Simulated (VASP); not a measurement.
# SiGe (P6_3mc) in VASP: notebook

The runs below take SiGe through single point, with PBEsol.

All numbers are computed with VASP 6.6.1; they aren't measurements. Logs are shortened: lines on timing, memory, paths and dates and some standing lists are left out, and cuts for length are marked.

## (1) The cell of the first run

The structure is hexagonal, space group P6_3mc (No. 186). The conventional cell has a = 3.842 Å, b = 3.842 Å, c = 6.466 Å, α = 90.00°, β = 90.00°, γ = 120.00°. Within 3.1 Å of Si (site symmetry 3m) lie 4 Ge at 2.37 to 2.40 Å. Ge (site symmetry 3m) has 4 Si at 2.37 to 2.40 Å within 3.1 Å.

## (2) Single point, PBEsol (strained cell)

Contents of INCAR:

```
SYSTEM = SiGe
PREC = Accurate
ENCUT = 500
EDIFF = 1E-6
ISMEAR = 0
SIGMA = 0.02
LREAL = .FALSE.
LASPH = .TRUE.
NELM = 120
ALGO = Normal
ISIF = 2
LWAVE = .FALSE.
LCHARG = .FALSE.
GGA = PS
NBANDS = 26
GGA_COMPAT = .FALSE.
```

Contents of KPOINTS:

```
Automatic mesh
0
G
  9 9 6
  0 0 0
```

Contents of POSCAR:

```
SiGe
1.0
    3.8420878787      0.0000000000      0.0000000000
   -1.9210439394      3.3273457065      0.0000000000
    0.0000000000      0.0000000000      6.4657209797
Si Ge
2 2
Direct
    0.3333333333      0.6666666667      0.0012587919
    0.6666666667      0.3333333333      0.5012587919
    0.3333333333      0.6666666667      0.3727412081
    0.6666666667      0.3333333333      0.8727412081
```

Potentials or basis: VASP PAW PBE potentials, release 64 (Si, Ge_d).

Started as:

```bash
> cat potpaw_PBE.64/Si/POTCAR potpaw_PBE.64/Ge_d/POTCAR > POTCAR
> mpirun -np 1 vasp_std > vasp.out
```

OUTCAR:

```text
SYSTEM = SiGe
   PREC = Accurate
   ENCUT = 500
   EDIFF = 1E-6
   ISMEAR = 0
   LREAL = .FALSE.
   LASPH = .TRUE.
   NELM = 120
   ISIF = 2
   GGA = PS

 ion  position               nearest neighbor table
   1  0.333  0.667  0.001-   4 2.37   4 2.37   4 2.37   3 2.40
   2  0.667  0.333  0.501-   3 2.37   3 2.37   3 2.37   4 2.40
   3  0.333  0.667  0.373-   2 2.37   2 2.37   2 2.37   1 2.40
   4  0.667  0.333  0.873-   1 2.37   1 2.37   1 2.37   2 2.40

  LATTYP: Found a hexagonal cell.
 ALAT       =     3.8420878787
 C/A-ratio  =     1.6828664996

  Lattice vectors:

 A1 = (   3.8420878787,   0.0000000000,   0.0000000000)
 A2 = (  -1.9210439394,   3.3273457065,   0.0000000000)
 A3 = (   0.0000000000,   0.0000000000,   6.4657209797)

Analysis of symmetry for initial positions (statically):
=====================================================================
 Subroutine PRICEL returns:
 Original cell was already a primitive cell.

 Routine SETGRP: Setting up the symmetry group for a
 hexagonal supercell.

 Subroutine GETGRP returns: Found 12 space group operations
 (whereof  6 operations were pure point group operations)
 out of a pool of 24 trial point group operations.

The static configuration has the point symmetry C_3v.
 The point group associated with its full space group is C_6v.

Analysis of symmetry for dynamics (positions and initial velocities):
=====================================================================
 Subroutine PRICEL returns:
 Original cell was already a primitive cell.

 Routine SETGRP: Setting up the symmetry group for a
 hexagonal supercell.

 Subroutine GETGRP returns: Found 12 space group operations
 (whereof  6 operations were pure point group operations)
 out of a pool of 24 trial point group operations.

The dynamic configuration has the point symmetry C_3v.
 The point group associated with its full space group is C_6v.

 Subroutine INISYM returns: Found 12 space group operations
 (whereof  6 operations are pure point group operations),
 and found     1 'primitive' translations

----------------------------------------------------------------------------------------

                                     Primitive cell

  volume of cell :      82.6575

  direct lattice vectors                    reciprocal lattice vectors
     3.842087879  0.000000000  0.000000000     0.260275150  0.150269928  0.000000000
    -1.921043939  3.327345707  0.000000000     0.000000000  0.300539856  0.000000000
     0.000000000  0.000000000  6.465720980     0.000000000  0.000000000  0.154661793

  length of vectors
     3.842087879  3.842087879  6.465720980     0.300539856  0.300539856  0.154661793

  position of ions in fractional coordinates (direct lattice)
     0.333333333  0.666666667  0.001258792
     0.666666667  0.333333333  0.501258792
     0.333333333  0.666666667  0.372741208
     0.666666667  0.333333333  0.872741208

  ion indices of the primitive-cell ions
   primitive index   ion index
                 1           1
                 2           2
                 3           3
                 4           4

----------------------------------------------------------------------------------------

 KPOINTS: Automatic mesh

Automatic generation of k-mesh.
 Grid dimensions read from file:
 generate k-points for:    9    9    6

 Generating k-lattice:

  Cartesian coordinates                     Fractional coordinates (reciprocal lattice)
     0.028919461  0.016696659  0.000000000     0.111111111  0.000000000  0.000000000
     0.000000000  0.033393317  0.000000000     0.000000000  0.111111111  0.000000000
     0.000000000  0.000000000  0.025776966     0.000000000  0.000000000  0.166666667

  Length of vectors
     0.033393317  0.033393317  0.025776966

  Shift w.r.t. Gamma in fractional coordinates (k-lattice)
     0.000000000  0.000000000  0.000000000

 Subroutine IBZKPT returns following result:
 ===========================================

 Found     48 irreducible k-points:

 Following reciprocal coordinates:
            Coordinates               Weight
  0.000000  0.000000  0.000000      1.000000
  0.111111  0.000000  0.000000      6.000000
  0.222222  0.000000  0.000000      6.000000
  0.333333  0.000000  0.000000      6.000000
  0.444444  0.000000  0.000000      6.000000
  0.111111  0.111111  0.000000      6.000000
[... 16 lines left out ...]
  0.333333  0.222222  0.166667     24.000000
  0.333333  0.333333  0.166667      4.000000
 [... further k-points ...]
   k-points           NKPTS =     48   k-points in BZ     NKDIM =     48   number of bands    NBANDS=     26
   number of dos      NEDOS =    301   number of ions     NIONS =      4
   total plane-waves  NPLWV =  37632
   dimension x,y,z NGX =    28 NGY =   28 NGZ =   48
   dimension x,y,z NGXF=    56 NGYF=   56 NGZF=   96
   ions per type =               2   2
   NGX,Y,Z   is equivalent  to a cutoff of  12.12, 12.12, 12.34 a.u.
[... 65 lines left out ...]
 Fermi energy:         5.9723186170

 k-point     1 :       0.0000    0.0000    0.0000
  band No.  band energies     occupation
      1     -18.7179      2.00000
      2     -18.7175      2.00000
      3     -18.7136      2.00000
      4     -18.7136      2.00000
      5     -18.7103      2.00000
      6     -18.7103      2.00000
[... 18 lines left out ...]
     25      10.1732      0.00000
     26      12.3808      0.00000

 k-point     2 :       0.1111    0.0000    0.0000
  band No.  band energies     occupation
      1     -18.7176      2.00000
      2     -18.7171      2.00000
      3     -18.7139      2.00000
      4     -18.7128      2.00000
      5     -18.7100      2.00000
      6     -18.7094      2.00000
[... 18 lines left out ...]
     25      10.7393      0.00000
     26      11.4599      0.00000

 k-point     3 :       0.2222    0.0000    0.0000
  band No.  band energies     occupation
      1     -18.7186      2.00000
      2     -18.7152      2.00000
      3     -18.7146      2.00000
      4     -18.7113      2.00000
      5     -18.7086      2.00000
      6     -18.7073      2.00000
[... 18 lines left out ...]
     25      12.0960      0.00000
     26      12.1881      0.00000

 k-point     4 :       0.3333    0.0000    0.0000
  band No.  band energies     occupation
      1     -18.7202      2.00000
      2     -18.7159      2.00000
      3     -18.7128      2.00000
      4     -18.7099      2.00000
      5     -18.7065      2.00000
      6     -18.7050      2.00000
[... 18 lines left out ...]
     25      12.5872      0.00000
     26      13.2631      0.00000

 k-point     5 :       0.4444    0.0000    0.0000
  band No.  band energies     occupation
      1     -18.7214      2.00000
      2     -18.7168      2.00000
      3     -18.7113      2.00000
      4     -18.7091      2.00000
      5     -18.7050      2.00000
      6     -18.7036      2.00000
[... 18 lines left out ...]
     25      12.5201      0.00000
     26      13.8587      0.00000

 k-point     6 :       0.1111    0.1111    0.0000
  band No.  band energies     occupation
      1     -18.7178      2.00000
      2     -18.7161      2.00000
      3     -18.7143      2.00000
      4     -18.7120      2.00000
      5     -18.7090      2.00000
      6     -18.7079      2.00000
[... 427 lines left out ...]
 k-point    21 :       0.4444    0.1111    0.1667
  band No.  band energies     occupation
      1     -18.7204      2.00000
      2     -18.7171      2.00000
      3     -18.7104      2.00000
      4     -18.7087      2.00000
      5     -18.7054      2.00000
      6     -18.7042      2.00000
[... 18 lines left out ...]
     25      13.8734      0.00000
     26      14.1579      0.00000

 k-point    22 :       0.2222    0.2222    0.1667
  band No.  band energies     occupation
      1     -18.7182      2.00000
      2     -18.7166      2.00000
      3     -18.7108      2.00000
      4     -18.7106      2.00000
      5     -18.7062      2.00000
      6     -18.7053      2.00000
[... 18 lines left out ...]
     25      11.6504      0.00000
     26      11.9754      0.00000

 k-point    23 :       0.3333    0.2222    0.1667
  band No.  band energies     occupation
      1     -18.7182      2.00000
      2     -18.7163      2.00000
      3     -18.7107      2.00000
      4     -18.7087      2.00000
      5     -18.7061      2.00000
      6     -18.7051      2.00000
[... 18 lines left out ...]
     25      12.5664      0.00000
     26      13.1956      0.00000

 k-point    24 :       0.3333    0.3333    0.1667
  band No.  band energies     occupation
      1     -18.7166      2.00000
      2     -18.7166      2.00000
      3     -18.7108      2.00000
      4     -18.7071      2.00000
      5     -18.7071      2.00000
      6     -18.7057      2.00000
[... 18 lines left out ...]
     25      13.2107      0.00000
     26      13.3403      0.00000

 [... further k-points ...]

------------------------ aborting loop because EDIFF is reached ----------------------------------------

  FORCE on cell =-STRESS in cart. coord.  units (eV):
  Direction    XX          YY          ZZ          XY          YZ          ZX
  --------------------------------------------------------------------------------------
  -------------------------------------------------------------------------------------
  Total        1.6594059      1.6594059      0.1011070     -0.0000000      0.0000000      0.0000000
  in kB       32.1648135     32.1648135      1.9597903     -0.0000000      0.0000000      0.0000000
  external PRESSURE =      22.0964725 kB  Pullay stress =       0.0000000 kB

 VOLUME and BASIS-vectors are now :
 -----------------------------------------------------------------------------
  energy-cutoff  :      500.00
  volume of cell :       82.66
      direct lattice vectors                 reciprocal lattice vectors
     3.842087879  0.000000000  0.000000000     0.260275150  0.150269928  0.000000000
    -1.921043939  3.327345707  0.000000000     0.000000000  0.300539856  0.000000000
     0.000000000  0.000000000  6.465720980     0.000000000  0.000000000  0.154661793

 POSITION                                       TOTAL-FORCE (eV/Angst)
 -----------------------------------------------------------------------------------
     -0.00000      2.21823      0.00814         0.000000     -0.000000     -0.000244
      1.92104      1.10912      3.24100         0.000000      0.000000     -0.000244
     -0.00000      2.21823      2.41004         0.000000      0.000000      0.000244
      1.92104      1.10912      5.64290        -0.000000      0.000000      0.000244
 -----------------------------------------------------------------------------------
    total drift:                               -0.000000     -0.000000     -0.003067

  FREE ENERGIE OF THE ION-ELECTRON SYSTEM (eV)
  ---------------------------------------------------
  free  energy   TOTEN  =       -21.2334912439 eV

  energy  without entropy=      -21.2334912439  energy(sigma->0) =      -21.23349124
```

Run time: 1.9 min. Hardware: 1 thread of Intel Xeon 8259CL, shared host; peak memory 0.23 GiB.

What came out:

```yaml
Free_energy: -21.2335 eV
Pressure: 2.2 GPa
Band_gap_on_the_k_mesh: 0.32 eV (least direct gap 0.66 eV)
```

Levels at points of the mesh, in eV from the valence-band top:
| k point | band 16 | band 17 | band 18 | band 19 | band 20 | band 21 |
| --- | --- | --- | --- | --- | --- | --- |
| (0.00, 0.00, 0.00) | -0.51 | 0.00 | 0.00 | 0.66 | 1.44 | 2.06 |
| (0.00, 0.00, 0.50) | -0.96 | -0.96 | -0.96 | 1.43 | 1.43 | 3.10 |

Caveat: the cell differs from its parent crystal (strained cell); semilocal functionals underestimate gaps, and a narrow one can read as zero; the PAW data sets were made with another functional, which shifts forces and pressure a little.

## (3) Single point, PBEsol (strained cell)

Contents of INCAR:

```
SYSTEM = SiGe
PREC     = Accurate       ! precision mode
ENCUT    = 500            ! plane-wave cutoff, eV
EDIFF    = 1E-6           ! SCF threshold, eV
ISMEAR   = 0              ! smearing method
SIGMA    = 0.02           ! smearing width, eV
LREAL    = .FALSE.        ! projectors in reciprocal space
LASPH    = .TRUE.         ! aspherical terms in the spheres
NELM     = 120            ! most SCF steps
ALGO     = Normal         ! electronic algorithm
ISIF     = 2              ! what is computed and relaxed
LWAVE    = .FALSE.        ! write WAVECAR
LCHARG   = .FALSE.        ! write CHGCAR
GGA      = PS             ! functional
NBANDS   = 26             ! bands
GGA_COMPAT= .FALSE.
```

Contents of KPOINTS:

```
regular mesh
0
G
  9 9 6
  0 0 0
```

Contents of POSCAR:

```
SiGe
1.0
    3.8420878787      0.0000000000      0.0000000000
   -1.9210439394      3.3273457065      0.0000000000
    0.0000000000      0.0000000000      6.5007602900
Si Ge
2 2
Direct
    0.3333333333      0.6666666667      0.0015683352
    0.6666666667      0.3333333333      0.5015683352
    0.3333333333      0.6666666667      0.3724316648
    0.6666666667      0.3333333333      0.8724316648
```

Potentials or basis: VASP PAW PBE potentials, release 64 (Si, Ge_d).

Started as:

```bash
> cat potpaw_PBE.64/Si/POTCAR potpaw_PBE.64/Ge_d/POTCAR > POTCAR
> mpirun -np 1 vasp_std > vasp.out
```

It took 1.9 min on 1 thread of Intel Xeon 8259CL, shared host; peak memory 0.23 GiB.

It converged, with:

- Free energy: -21.2327 eV
- Pressure: 1.7 GPa
- Band gap on the k mesh: 0.29 eV (least direct gap 0.70 eV)

Stress tensor (GPa, compression positive):
```
 3.02  0.00  0.00
 0.00  3.02  0.00
 0.00  0.00 -0.88
```

Levels at points of the mesh, in eV from the valence-band top:
```csv
k point,band 16,band 17,band 18,band 19,band 20,band 21
"(0.00, 0.00, 0.00)",-0.55,0.00,0.00,0.70,1.32,2.07
"(0.00, 0.00, 0.50)",-0.94,-0.94,-0.94,1.45,1.45,3.10
```

Caveat: the cell differs from its parent crystal (strained cell); semilocal functionals underestimate gaps, and a narrow one can read as zero; the PAW data sets were made with another functional, which shifts forces and pressure a little. A k mesh can miss the band edges.

## (4) Single point, PBEsol (strained cell)

Contents of INCAR:

```
PREC     = Accurate       # precision mode
ENCUT    = 500            # plane-wave cutoff, eV
EDIFF    = 1E-6           # SCF threshold, eV
ISMEAR   = 0              # smearing method
SIGMA    = 0.02           # smearing width, eV
LREAL    = False          # projectors in reciprocal space
LASPH    = True           # aspherical terms in the spheres
NELM     = 120            # most SCF steps
ALGO     = Normal         # electronic algorithm
ISIF     = 2              # what is computed and relaxed
LWAVE    = False          # write WAVECAR
LCHARG   = False          # write CHGCAR
GGA      = PS             # functional
NBANDS   = 26             # bands
GGA_COMPAT= False
```

Contents of KPOINTS:

```
regular mesh
0
Gamma
  9 9 6
```

Contents of POSCAR:

```
SiGe
1.0
    3.8420878787      0.0000000000      0.0000000000
   -1.9210439394      3.3273457065      0.0000000000
    0.0000000000      0.0000000000      6.4742068431
Si Ge
2 2
Direct
    0.3333333333      0.6666666667      0.0013348497
    0.6666666667      0.3333333333      0.5013348497
    0.3333333333      0.6666666667      0.3726651503
    0.6666666667      0.3333333333      0.8726651503
```

Started as:

```bash
> cat potpaw_PBE.64/Si/POTCAR potpaw_PBE.64/Ge_d/POTCAR > POTCAR
> mpirun -np 1 vasp_std > vasp.out
```

Wall time 1.8 min (1 thread of Intel Xeon 8259CL, shared host); peak memory 0.23 GiB.

The run converged. Its results:

| Item | Value |
| --- | --- |
| Free energy | -21.2336 eV |
| Pressure | 2.1 GPa |
| Band gap on the k mesh | 0.31 eV (least direct gap 0.67 eV) |

Stress tensor (GPa, compression positive):
```
 3.17  0.00  0.00
 0.00  3.17  0.00
 0.00  0.00 -0.07
```

Levels at points of the mesh, in eV from the valence-band top:
```csv
k point,band 14,band 15,band 16,band 17,band 18,band 19,band 20,band 21,band 22,band 23
"(0.00, 0.00, 0.00)",-1.56,-1.56,-0.52,0.00,0.00,0.67,1.41,2.06,2.06,2.73
"(0.00, 0.00, 0.50)",-4.82,-0.95,-0.95,-0.95,-0.95,1.44,1.44,3.10,3.10,3.10
```

Caveat: the cell differs from its parent crystal (strained cell); semilocal functionals underestimate gaps, and a narrow one can read as zero; the PAW data sets were made with another functional, which shifts forces and pressure a little. A k mesh can miss the band edges.

## (5) Single point, PBEsol

Contents of INCAR:

```
SYSTEM = SiGe
  ALGO = Normal
  EDIFF = 1E-6
  ENCUT = 500
  GGA = PS
  GGA_COMPAT = .FALSE.
  ISIF = 2
  ISMEAR = 0
  LASPH = .TRUE.
  LCHARG = .FALSE.
  LREAL = .FALSE.
  LWAVE = .FALSE.
  NBANDS = 26
  NELM = 120
  PREC = Accurate
  SIGMA = 0.01
```

Contents of KPOINTS:

```
k-points
0
G
  9 9 6
  0 0 0
```

POSCAR is that of step 4.

Started as:

```bash
> cat potpaw_PBE.64/Si/POTCAR potpaw_PBE.64/Ge_d/POTCAR > POTCAR
> mpirun -np 1 vasp_std > vasp.out
```

Wall time 1.9 min (1 thread of Intel Xeon 8259CL, shared host); peak memory 0.23 GiB.

It converged, with:

| Property | Result |
| --- | --- |
| Free energy | -21.2336 eV |
| Pressure | 2.1 GPa |
| Band gap on the k mesh | 0.31 eV (least direct gap 0.67 eV) |

Stress tensor (GPa, compression positive):
```
 3.17  0.00  0.00
 0.00  3.17  0.00
 0.00  0.00 -0.07
```

Levels at points of the mesh, in eV from the valence-band top:
```
           k point  band 15  band 16  band 17  band 18  band 19  band 20  band 21  band 22
(0.00, 0.00, 0.00)    -1.56    -0.52     0.00     0.00     0.67     1.41     2.06     2.06
(0.00, 0.00, 0.50)    -0.95    -0.95    -0.95    -0.95     1.44     1.44     3.10     3.10
```

Caveat: semilocal functionals underestimate gaps, and a narrow one can read as zero; the PAW data sets were made with another functional, which shifts forces and pressure a little. A k mesh can miss the band edges.

## (6) The runs side by side

```csv
cell,smearing,gap on the mesh (eV),pressure (GPa)
"a = 3.842, b = 3.842, c = 6.466 Å, angles 90.0, 90.0, 120.0°, 4 atoms, atomic positions A",gaussian 0.02 eV,0.32,2.2
"a = 3.842, b = 3.842, c = 6.501 Å, angles 90.0, 90.0, 120.0°, 4 atoms, atomic positions B",gaussian 0.02 eV,0.29,1.7
"a = 3.842, b = 3.842, c = 6.474 Å, angles 90.0, 90.0, 120.0°, 4 atoms, atomic positions C",gaussian 0.02 eV,0.31,2.1
"a = 3.842, b = 3.842, c = 6.474 Å, angles 90.0, 90.0, 120.0°, 4 atoms, atomic positions C",gaussian 0.01 eV,0.31,2.1
```

Alike in all rows: task single point; level PBEsol; potentials or basis VASP PAW PBE potentials, release 64 (Si, Ge_d); no spin polarisation; k mesh 9 × 9 × 6; cutoff (eV) 500.

Caveats: semilocal functionals underestimate gaps, and a narrow one can read as zero; the PAW data sets were made with another functional, which shifts forces and pressure a little.

Total energies depend on the potentials used, so only differences within one code and one set of settings carry meaning.
